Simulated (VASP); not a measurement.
Set up this calculation in VASP 6.6.1, as the native input.

| Item | Value |
| --- | --- |
| Task | single point |
| Functional | PBE |
| Potentials or basis | VASP PAW PBE potentials, release 64 (S) |
| Cutoff | 500 eV |
| k mesh | 7 × 7 × 7 |
| Occupations | fermi-dirac, width 0.05 eV |
| Spin | no spin polarisation |
| Dipole correction | no |
| Further INCAR settings | ALGO = Normal; EDIFF = 1e-06; NBANDS = 13 |

The structure of S lies in POSCAR:

```
S
1.0
    0.0000000000      2.8942724955      2.8942724955
    2.8942724955      0.0000000000      2.8942724955
    2.8942724955      2.8942724955      0.0000000000
S
2
Direct
    1.0000000000      1.0000000000      1.0000000000
    0.2500000000      0.2500000000      0.2500000000
```

This isn't the form of S at room conditions, which is orthorhombic, of S8 rings.

These files were run (other wordings do the same):

INCAR

```
SYSTEM = S
ALGO = Normal
EDIFF = 1E-6
ENCUT = 500
GGA = PE
GGA_COMPAT = .FALSE.
ISIF = 2
ISMEAR = -1
LASPH = .TRUE.
LCHARG = .FALSE.
LREAL = .FALSE.
LWAVE = .FALSE.
NBANDS = 13
NELM = 120
PREC = Accurate
SIGMA = 0.05
```

KPOINTS

```
k-points
0
G
  7 7 7
  0 0 0
```

Potentials or basis: VASP PAW PBE potentials, release 64 (S).

Run with:

```sh
$ cat potpaw_PBE.64/S/POTCAR > POTCAR
$ mpirun -np 1 vasp_std > vasp.out
```

It gave:

The pressure is -0.1 GPa. The band gap on the k mesh is zero (bands 6 and 7 overlap by 1.13 eV).

It took 21 s on 1 thread of Intel(R) Xeon(R) Platinum 8259CL CPU @ 2.50GHz (Skylake/Cascade Lake) (shared host), peak memory 0.15 GiB.
